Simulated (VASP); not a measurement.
# MgSi3C3 (an interface model) in VASP: a series of runs

The runs below take MgSi3C3 (an interface model) through single point, with PBE.

All numbers are computed with VASP 6.6.1; they aren't measurements. Logs are shortened: lines on timing, memory, paths and dates and some standing lists are left out, and cuts for length are marked.

### Step 1. The cell of the first run

The cell holds layers of an interface, 28 atoms: a = 3.095 Å, b = 3.095 Å, c = 40.418 Å, α = 90.00°, β = 90.00°, γ = 120.00°.

### Step 2. Single point, PBE

Contents of INCAR:

```
PREC = Accurate
ENCUT = 520
EDIFF = 1E-6
ISMEAR = 0
SIGMA = 0.1
LREAL = Auto
LASPH = T
NELM = 100
ALGO = Fast
ISIF = 2
LWAVE = F
LCHARG = F
GGA = PE
NBANDS = 72
```

Contents of KPOINTS:

```
Automatic mesh
0
Gamma
  12 12 1
```

Contents of POSCAR:

```
MgSi3C3
1.0
    3.0950015819      0.0000000000      0.0000000000
   -1.5475007910      2.6803499947      0.0000000000
    0.0000000000      0.0000000000     40.4178607377
Si C Mg
12 12 4
Direct
    0.0000000000      0.0000000000      0.0123707685
    0.6666666667      0.3333333333      0.0750358663
    0.3333333333      0.6666666667      0.1375932193
    0.0000000000      0.0000000000      0.2002403228
    0.3333333333      0.6666666667      0.2629054205
    0.6666666667      0.3333333333      0.3254627735
    0.0000000000      0.0000000000      0.3881098770
    0.6666666667      0.3333333333      0.4507749747
    0.3333333333      0.6666666667      0.5133323277
    0.0000000000      0.0000000000      0.5759794312
    0.3333333333      0.6666666667      0.6386445289
    0.6666666667      0.3333333333      0.7012018820
    0.6666666667      0.3333333333      0.0280730785
    0.3333333333      0.6666666667      0.0906282705
    0.0000000000      0.0000000000      0.1531407980
    0.3333333333      0.6666666667      0.2159426327
    0.6666666667      0.3333333333      0.2784978247
    0.0000000000      0.0000000000      0.3410103523
    0.6666666667      0.3333333333      0.4038121870
    0.3333333333      0.6666666667      0.4663673790
    0.0000000000      0.0000000000      0.5288799065
    0.3333333333      0.6666666667      0.5916817412
    0.6666666667      0.3333333333      0.6542369332
    0.0000000000      0.0000000000      0.7167494607
    0.0000000000      0.0000000000      0.7716756730
    0.3333333333     -0.3333333333      0.8365676185
    0.0000000000      0.0000000000      0.9014595641
    0.3333333333     -0.3333333333      0.9663515096
```

Potentials or basis: VASP PAW PBE potentials, release 64 (Si, C, Mg).

On the command line:

```bash
> cat potpaw_PBE.64/Si/POTCAR potpaw_PBE.64/C/POTCAR potpaw_PBE.64/Mg/POTCAR > POTCAR
> mpirun -np 1 vasp_std > vasp.out
```

OUTCAR:

```text
PREC = Accurate
   ENCUT = 520
   EDIFF = 1E-6
   ISMEAR = 0
   LREAL = Auto
   LASPH = T
   NELM = 100
   ISIF = 2
   GGA = PE

 ion  position               nearest neighbor table
   1  0.000  0.000  0.012-  13 1.90  13 1.90  13 1.90  28 2.58  28 2.58  28 2.58   2 3.10   2 3.10
                             2 3.10
   2  0.667  0.333  0.075-  14 1.89  14 1.89  14 1.89  13 1.90   3 3.10   3 3.10   3 3.10   1 3.10
                             1 3.10   1 3.10
   3  0.333  0.667  0.138-  15 1.89  15 1.89  15 1.89  14 1.90   2 3.10   2 3.10   2 3.10   4 3.10
                             4 3.10   4 3.10
   4  0.000  0.000  0.200-  16 1.90  16 1.90  16 1.90  15 1.90   3 3.10   3 3.10   3 3.10   5 3.10
                             5 3.10   5 3.10
   5  0.333  0.667  0.263-  17 1.89  17 1.89  17 1.89  16 1.90   6 3.10   6 3.10   6 3.10   4 3.10
                             4 3.10   4 3.10
   6  0.667  0.333  0.325-  18 1.89  18 1.89  18 1.89  17 1.90   5 3.10   5 3.10   5 3.10   7 3.10
                             7 3.10   7 3.10
   7  0.000  0.000  0.388-  19 1.90  19 1.90  19 1.90  18 1.90   6 3.10   6 3.10   6 3.10   8 3.10
                             8 3.10   8 3.10
   8  0.667  0.333  0.451-  20 1.89  20 1.89  20 1.89  19 1.90   9 3.10   9 3.10   9 3.10   7 3.10
                             7 3.10   7 3.10
   9  0.333  0.667  0.513-  21 1.89  21 1.89  21 1.89  20 1.90   8 3.10   8 3.10   8 3.10  10 3.10
                            10 3.10  10 3.10
  10  0.000  0.000  0.576-  22 1.90  22 1.90  22 1.90  21 1.90   9 3.10   9 3.10   9 3.10  11 3.10
                            11 3.10  11 3.10
  11  0.333  0.667  0.639-  23 1.89  23 1.89  23 1.89  22 1.90  12 3.10  12 3.10  12 3.10  10 3.10
                            10 3.10  10 3.10
  12  0.667  0.333  0.701-  24 1.89  24 1.89  24 1.89  23 1.90  11 3.10  11 3.10  11 3.10  25 3.36
                            25 3.36  25 3.36
  13  0.667  0.333  0.028-   1 1.90   1 1.90   1 1.90   2 1.90
  14  0.333  0.667  0.091-   2 1.89   2 1.89   2 1.89   3 1.90
  15  0.000  0.000  0.153-   3 1.89   3 1.89   3 1.89   4 1.90
  16  0.333  0.667  0.216-   4 1.90   4 1.90   4 1.90   5 1.90
  17  0.667  0.333  0.278-   5 1.89   5 1.89   5 1.89   6 1.90
  18  0.000  0.000  0.341-   6 1.89   6 1.89   6 1.89   7 1.90
  19  0.667  0.333  0.404-   7 1.90   7 1.90   7 1.90   8 1.90
  20  0.333  0.667  0.466-   8 1.89   8 1.89   8 1.89   9 1.90
  21  0.000  0.000  0.529-   9 1.89   9 1.89   9 1.89  10 1.90
  22  0.333  0.667  0.592-  10 1.90  10 1.90  10 1.90  11 1.90
  23  0.667  0.333  0.654-  11 1.89  11 1.89  11 1.89  12 1.90
  24  0.000  0.000  0.717-  12 1.89  12 1.89  12 1.89  25 2.22
  25  0.000  0.000  0.772-  24 2.22  26 3.17  26 3.17  26 3.17  12 3.36  12 3.36  12 3.36
  26  0.333  0.667  0.837-  25 3.17  25 3.17  25 3.17  27 3.17  27 3.17  27 3.17
  27  0.000  0.000  0.901-  28 3.17  28 3.17  28 3.17  26 3.17  26 3.17  26 3.17
  28  0.333  0.667  0.966-   1 2.58   1 2.58   1 2.58  27 3.17  27 3.17  27 3.17

  LATTYP: Found a hexagonal cell.
 ALAT       =     3.0950015819
 C/A-ratio  =    13.0590759546

  Lattice vectors:

 A1 = (   3.0950015819,   0.0000000000,   0.0000000000)
 A2 = (  -1.5475007910,   2.6803499947,   0.0000000000)
 A3 = (   0.0000000000,   0.0000000000,  40.4178607377)

Analysis of symmetry for initial positions (statically):
=====================================================================
 Subroutine PRICEL returns:
 Original cell was already a primitive cell.

 Routine SETGRP: Setting up the symmetry group for a
 hexagonal supercell.

 Subroutine GETGRP returns: Found  6 space group operations
 (whereof  6 operations were pure point group operations)
 out of a pool of 24 trial point group operations.

The static configuration has the point symmetry C_3v.

Analysis of symmetry for dynamics (positions and initial velocities):
=====================================================================
 Subroutine PRICEL returns:
 Original cell was already a primitive cell.

 Routine SETGRP: Setting up the symmetry group for a
 hexagonal supercell.

 Subroutine GETGRP returns: Found  6 space group operations
 (whereof  6 operations were pure point group operations)
 out of a pool of 24 trial point group operations.

The dynamic configuration has the point symmetry C_3v.

 Subroutine INISYM returns: Found  6 space group operations
 (whereof  6 operations are pure point group operations),
 and found     1 'primitive' translations

----------------------------------------------------------------------------------------

                                     Primitive cell

  volume of cell :     335.2939

  direct lattice vectors                    reciprocal lattice vectors
     3.095001582  0.000000000  0.000000000     0.323101612  0.186542803  0.000000000
    -1.547500791  2.680349995  0.000000000     0.000000000  0.373085605  0.000000000
     0.000000000  0.000000000 40.417860738     0.000000000  0.000000000  0.024741537

  length of vectors
     3.095001582  3.095001582 40.417860738     0.373085605  0.373085605  0.024741537

  position of ions in fractional coordinates (direct lattice)
     0.000000000  0.000000000  0.012370768
     0.666666667  0.333333333  0.075035866
     0.333333333  0.666666667  0.137593219
     0.000000000  0.000000000  0.200240323
     0.333333333  0.666666667  0.262905420
     0.666666667  0.333333333  0.325462773
[... 20 lines left out ...]
     0.000000000  0.000000000  0.901459564
     0.333333333  0.666666667  0.966351510

  ion indices of the primitive-cell ions
   primitive index   ion index
                 1           1
                 2           2
                 3           3
                 4           4
                 5           5
                 6           6
[... 20 lines left out ...]
                27          27
                28          28

----------------------------------------------------------------------------------------

 KPOINTS: Automatic mesh

Automatic generation of k-mesh.
 Grid dimensions read from file:
 generate k-points for:   12   12    1

 Generating k-lattice:

  Cartesian coordinates                     Fractional coordinates (reciprocal lattice)
     0.026925134  0.015545234  0.000000000     0.083333333  0.000000000  0.000000000
     0.000000000  0.031090467  0.000000000     0.000000000  0.083333333  0.000000000
     0.000000000  0.000000000  0.024741537     0.000000000  0.000000000  1.000000000

  Length of vectors
     0.031090467  0.031090467  0.024741537

  Shift w.r.t. Gamma in fractional coordinates (k-lattice)
     0.000000000  0.000000000  0.000000000

 Subroutine IBZKPT returns following result:
 ===========================================

 Found     19 irreducible k-points:

 Following reciprocal coordinates:
            Coordinates               Weight
  0.000000  0.000000  0.000000      1.000000
  0.083333 -0.000000  0.000000      6.000000
  0.166667  0.000000  0.000000      6.000000
  0.250000  0.000000  0.000000      6.000000
  0.333333  0.000000  0.000000      6.000000
  0.416667 -0.000000  0.000000      6.000000
[... 11 lines left out ...]
  0.333333  0.250000  0.000000     12.000000
  0.333333  0.333333  0.000000      2.000000
   k-points           NKPTS =     19   k-points in BZ     NKDIM =     19   number of bands    NBANDS=     72
   number of dos      NEDOS =    301   number of ions     NIONS =     28
   total plane-waves  NPLWV = 184320
   dimension x,y,z NGX =    24 NGY =   24 NGZ =  320
   dimension x,y,z NGXF=    48 NGYF=   48 NGZF=  640
   ions per type =              12  12   4
   NGX,Y,Z   is equivalent  to a cutoff of  12.89, 12.89, 13.16 a.u.
   NGXF,Y,Z  is equivalent  to a cutoff of  25.78, 25.78, 26.32 a.u.
 SYSTEM =  unknown system
   PREC   = accura    normal or accurate (medium, high low for compatibility)
   ISTART =      0    job   : 0-new  1-cont  2-samecut
   ICHARG =      2    charge: 1-file 2-atom 10-const
   ISPIN  =      1    spin polarized calculation?
   LNONCOLLINEAR =      F non collinear calculations
   LSORBIT =      F    spin-orbit coupling
   LASPH  =      T    aspherical Exc in radial PAW
   ENCUT  =  520.0 eV  38.22 Ry    6.18 a.u.   5.75  5.75 75.15*2*pi/ulx,y,z
   NELM   =    100;   NELMIN=  2; NELMDL= -5     # of ELM steps
   EDIFF  = 0.1E-05   stopping-criterion for ELM
   LREAL  =      T    real-space projection
   EDIFFG = 0.1E-04   stopping-criterion for IOM
   NSW    =      0    number of steps for IOM
   IBRION =     -1    ionic relax: 0-MD 1-quasi-New 2-CG
   NFREE  =      0    steps in history (QN), initial steepest desc. (CG)
   ISIF   =      2    stress and relaxation
   ISYM   =      2    0-nonsym 1-usesym 2-fastsym
   POTIM  = 0.5000    time-step for ionic-motion
   TEBEG  =    0.0;   TEEND  =   0.0 temperature during run
   PSTRESS=    0.0 pullay stress
   NELECT =     104.0000    total number of electrons
   NUPDOWN=      -1.0000    fix difference up-down
   EMIN   =  10.00;   EMAX   =-10.00  energy-range for DOS
   EFERMI =   0.00;   METHOD = LEGACY
   ISMEAR =     0;   SIGMA  =   0.10  broadening in eV -4-tet -1-fermi 0-gaus
   EFERMI_NEDOS =   21; number of points for ismear=-14 and -15
   IALGO  =     68    algorithm
   IMIX   =      4    mixing-type and parameters
     AMIX     =   0.40;   BMIX     =  1.00
     AMIX_MAG =   1.60;   BMIX_MAG =  1.00
  volume/ion in A,a.u.               =      11.97        80.81
  Fermi-wavevector in a.u.,A,eV,Ry     =   1.108181  2.094158 16.708841  1.228065
  Thomas-Fermi vector in A             =   2.244705
   LORBIT       =      0    0 simple, 1 ext, 2 COOP (PROOUT), +10 PAW based schemes
   GGA     = PE    functional components
   LHFCALC =     F    Hartree Fock is set to
   AEXX    =    0.0000 exact exchange contribution
   IVDW    =     0    specifies the selected vdW correction
   LEPSILON=     F    determine dielectric tensor
   LRPA    =     F    only Hartree local field effects (RPA)
 non-spin polarized calculation
 RMM-DIIS sequential band-by-band and
 Gauss-broadening in eV      SIGMA  =   0.10
  energy-cutoff  :      520.00
  volume of cell :      335.29
 maximum number of plane-waves:      9076
 NGX is ok and might be reduce to    24
   NGX = 11   NGY = 11   NGZ =151

 number of electron     104.0000002 magnetization

 Free energy of the ion-electron system (eV)
  ---------------------------------------------------
  ext. energy  EPLUGINS =         0.00000000
  ---------------------------------------------------
  free energy    TOTEN  =      -184.66378054 eV

  energy without entropy =     -184.64776246  energy(sigma->0) =     -184.65577150

 E-fermi :   7.2650     XC(G=0): -10.6704

 val. band max:        7.2357543755   @ k =   0.3333   0.3333   0.0000
 cond. band min:       7.2685397872   @ k =   0.4167  -0.0000   0.0000
 fundamental gap:      0.0327854117
 Fermi energy:         7.2650443767

 k-point     1 :       0.0000    0.0000    0.0000
  band No.  band energies     occupation
      1      -9.1278      2.00000
      2      -8.7859      2.00000
      3      -8.5164      2.00000
      4      -8.2561      2.00000
      5      -7.9972      2.00000
      6      -7.6664      2.00000
[... 56 lines left out ...]
     63      12.6029      0.00000
     64      12.6804      0.00000

 k-point     2 :       0.0833   -0.0000    0.0000
  band No.  band energies     occupation
      1      -9.0090      2.00000
      2      -8.6674      2.00000
      3      -8.3982      2.00000
      4      -8.1381      2.00000
      5      -7.8801      2.00000
      6      -7.5502      2.00000
[... 1195 lines left out ...]
     63      10.5513      0.00000
     64      11.0087      0.00000
 [bands above 64 left out]

------------------------ aborting loop because EDIFF is reached ----------------------------------------

  FORCE on cell =-STRESS in cart. coord.  units (eV):
  Direction    XX          YY          ZZ          XY          YZ          ZX
  --------------------------------------------------------------------------------------
  -------------------------------------------------------------------------------------
  Total        3.2562931      3.2562931      4.1536265     -0.0000000      0.0000000      0.0000000
  in kB       15.5599563     15.5599563     19.8477973     -0.0000000      0.0000000      0.0000000
  external PRESSURE =      16.9892366 kB  Pullay stress =       0.0000000 kB

 VOLUME and BASIS-vectors are now :
 -----------------------------------------------------------------------------
  energy-cutoff  :      520.00
  volume of cell :      335.29
      direct lattice vectors                 reciprocal lattice vectors
     3.095001582  0.000000000  0.000000000     0.323101612  0.186542803  0.000000000
    -1.547500791  2.680349995  0.000000000     0.000000000  0.373085605  0.000000000
     0.000000000  0.000000000 40.417860738     0.000000000  0.000000000  0.024741537

 POSITION                                       TOTAL-FORCE (eV/Angst)
 -----------------------------------------------------------------------------------
      0.00000      0.00000      0.50000        -0.000000     -0.000000      1.463548
      1.54750      0.89345      3.03279        -0.000000      0.000000      0.380194
     -0.00000      1.78690      5.56122        -0.000000      0.000000      0.135542
      0.00000      0.00000      8.09329         0.000000     -0.000000      0.111815
     -0.00000      1.78690     10.62607         0.000000     -0.000000      0.118618
      1.54750      0.89345     13.15451        -0.000000      0.000000      0.121274
[... 20 lines left out ...]
      0.00000      0.00000     36.43507        -0.000000      0.000000     -0.045570
     -0.00000      1.78690     39.05786        -0.000000      0.000000     -2.305772
 -----------------------------------------------------------------------------------
    total drift:                                0.000000      0.000000     -0.041402

  FREE ENERGIE OF THE ION-ELECTRON SYSTEM (eV)
  ---------------------------------------------------
  free  energy   TOTEN  =      -184.6637805377 eV

  energy  without entropy=     -184.6477624607  energy(sigma->0) =     -184.65577150
```

Wall time 31 min (1 thread of Intel Xeon 8259CL, shared host); peak memory 0.61 GiB.

What came out:

* Free energy: -184.6638 eV
* Pressure: 1.7 GPa
* Largest force: 2.306 eV/Å
* Band gap on the k mesh: zero (bands 52 and 53 overlap by 0.50 eV)

Forces in eV/Å, atoms in the order of the input:
```
Si   0.000  0.000  1.464
Si   0.000  0.000  0.380
Si   0.000  0.000  0.136
Si   0.000  0.000  0.112
Si   0.000  0.000  0.119
Si   0.000  0.000  0.121
Si   0.000  0.000  0.112
Si   0.000  0.000  0.119
Si   0.000  0.000  0.131
Si   0.000  0.000  0.133
Si   0.000  0.000  0.211
Si   0.000  0.000  1.218
C    0.000  0.000  0.643
C    0.000  0.000 -0.198
C    0.000  0.000 -0.112
C    0.000  0.000 -0.109
C    0.000  0.000 -0.112
C    0.000  0.000 -0.116
C    0.000  0.000 -0.124
C    0.000  0.000 -0.122
C    0.000  0.000 -0.126
C    0.000  0.000 -0.185
C    0.000  0.000 -0.393
C    0.000  0.000 -0.386
Mg   0.000  0.000 -0.500
Mg   0.000  0.000 -0.063
Mg   0.000  0.000 -0.046
Mg   0.000  0.000 -2.306
```

Stress tensor (GPa, compression positive):
```
1.56 0.00 0.00
0.00 1.56 0.00
0.00 0.00 1.98
```

(Part 1 of 2 ends here.)
